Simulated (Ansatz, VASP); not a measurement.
**Re in VASP and in Ansatz**

```
Re
1.0
     4.38496    0.00000    0.00000
    -2.19248    3.79749    0.00000
     0.00000    0.00000    2.73504
Re
3
Direct
  0.33333 0.66667 0.50000
  0.00000 0.00000 0.00000
  0.66667 0.33333 0.50000
```

Alike in both runs: functional PBE; k mesh 6 × 6 × 6; occupations gaussian, width 0.1 eV; no spin polarisation.

Ansatz relaxed the structure, and its values are those at the end. VASP's run is a single point on that final structure, the one shown.

|  | VASP | Ansatz |
| --- | --- | --- |
| version | VASP 6.6.1 | Ansatz 0.2.0 |
| potentials or method | VASP PAW PBE potentials, release 64 (Re_sv_GW), cutoff 500 eV | scalar-relativistic, plane waves, PAW |
| valence electrons in the cell | 45 | 45 |

|  | VASP | Ansatz | Ansatz less VASP |
| --- | --- | --- | --- |
| gap on the k mesh at the Fermi level (eV) | none | none | - |
| pressure (GPa) | -2.4 | 0.0 | +2.41 |

A gap of «none» marks a metal or a gap that the smearing closes. With one functional, cell and mesh, what is left measures potentials, basis and numerics.

The k mesh is coarse, so the values compare programs but aren't converged. Neither program's run includes spin-orbit coupling.
